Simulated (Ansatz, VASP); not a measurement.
## Two plane-wave programs on CdS

INCAR

```
SYSTEM = CdS
PREC     = Accurate       ! precision mode
ENCUT    = 500            ! plane-wave cutoff, eV
EDIFF    = 1E-6           ! SCF threshold, eV
ISMEAR   = 0              ! smearing method
SIGMA    = 0.1            ! smearing width, eV
LREAL    = .FALSE.        ! projectors in reciprocal space
LASPH    = .TRUE.         ! aspherical terms in the spheres
NELM     = 120            ! most SCF steps
ALGO     = Normal         ! electronic algorithm
ISIF     = 2              ! what is computed and relaxed
LWAVE    = .FALSE.        ! write WAVECAR
LCHARG   = .FALSE.        ! write CHGCAR
GGA      = PE             ! functional
NBANDS   = 16             ! bands
GGA_COMPAT= .FALSE.
```

KPOINTS

```
regular mesh
0
G
  6 6 6
  0 0 0
```

POSCAR

```
CdS
1.0
    0.0000000000      2.9165000900      2.9165000900
    2.9165000900      0.0000000000      2.9165000900
    2.9165000900      2.9165000900      0.0000000000
Cd S
1 1
Direct
    0.0000000000      0.0000000000      0.0000000000
    0.7500000000      0.7500000000      0.7500000000
```

Input for Ansatz:

```yaml
crystal:
  lattice:
    - [0.0, 2.91650009, 2.91650009]
    - [2.91650009, 0.0, 2.91650009]
    - [2.91650009, 2.91650009, 0.0]
  atoms:
    - { symbol: Cd, position: [0.0, 0.0, 0.0] }
    - { symbol: S, position: [0.75, 0.75, 0.75] }
basis:
  ecutwfc: 420
kpoints:
  mp_grid: { grid: [6, 6, 6] }
hamiltonian:
  xc: pbe
scf:
  occupations: { method: gaussian, width: 0.1 }
  lower_state_search: "off"
output:
  forces: true
  stress: true
  eigenvalues: true
```

Alike in both runs: task single point; functional PBE; k mesh 6 × 6 × 6; occupations gaussian, width 0.1 eV; no spin polarisation.

|  | VASP | Ansatz |
| --- | --- | --- |
| version | VASP 6.6.1 | Ansatz 0.2.0 |
| potentials or method | VASP PAW PBE potentials, release 64 (Cd, S), cutoff 500 eV | scalar-relativistic, plane waves, PAW |
| valence electrons in the cell | 18 | 26 |

```tsv
	VASP	Ansatz	Ansatz less VASP
gap on the k mesh at the Fermi level (eV)	1.15	1.14	-0.004
least direct gap on the mesh (eV)	1.15	1.14	-0.004
pressure (GPa)	3.2	2.9	-0.35
```

VASP's potentials hold 18 valence electrons a cell and Ansatz's 26, so a difference there can come from the potentials and not from the codes.
